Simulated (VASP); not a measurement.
Set up this calculation in VASP 6.6.1, as the native input.

```
Task                   : single point
Functional             : PBE
Potentials or basis    : VASP PAW PBE potentials, release 64 (K_sv, La, C)
Cutoff                 : 520 eV
k mesh                 : 10 × 10 × 10
Occupations            : gaussian, width 0.1 eV
Spin                   : no spin polarisation
Dipole correction      : no
Further INCAR settings : ALGO = Fast; EDIFF = 1e-06; NBANDS = 19
```

The structure of KLaC lies in POSCAR:

```
KLaC
1.0
    3.1479720848     -3.1945321912      0.0000000000
    3.1479720848      3.1945321912      0.0000000000
    0.0000000000      0.0000000000      4.5932358662
K La C
1 1 1
Direct
    0.5000000000      0.5000000000      0.5000000000
    0.0000000000      0.0000000000      0.5000000000
    0.5000000000      0.5000000000      0.0000000000
```

The cell was built from a structure type or drawn by symmetry, and may not be a known phase.

One way to write it, as run:

INCAR

```
SYSTEM = KLaC
PREC = Accurate ; ENCUT = 520
EDIFF = 1E-6 ; ISMEAR = 0
SIGMA = 0.1 ; LREAL = .FALSE.
LASPH = .TRUE. ; NELM = 100
ALGO = Fast ; ISIF = 2
LWAVE = .FALSE. ; LCHARG = .FALSE.
GGA = PE ; NBANDS = 19
```

KPOINTS

```
regular mesh
0
G
  10 10 10
  0 0 0
```

Potentials or basis: VASP PAW PBE potentials, release 64 (K_sv, La, C).

Run with:

```bash
$ cat potpaw_PBE.64/K_sv/POTCAR potpaw_PBE.64/La/POTCAR potpaw_PBE.64/C/POTCAR > POTCAR
$ mpirun -np 1 vasp_std > vasp.out
```

Results of the run:

The pressure is 0.2 GPa and the band gap on the k mesh is zero (bands 12 and 13 overlap by 1.16 eV).

Caveat: spin-orbit coupling is left out, which moves the levels of the heavy elements.

It took 18 min on 1 thread of Intel(R) Xeon(R) Platinum 8488C (Sapphire Rapids) (shared host), peak memory 0.55 GiB.
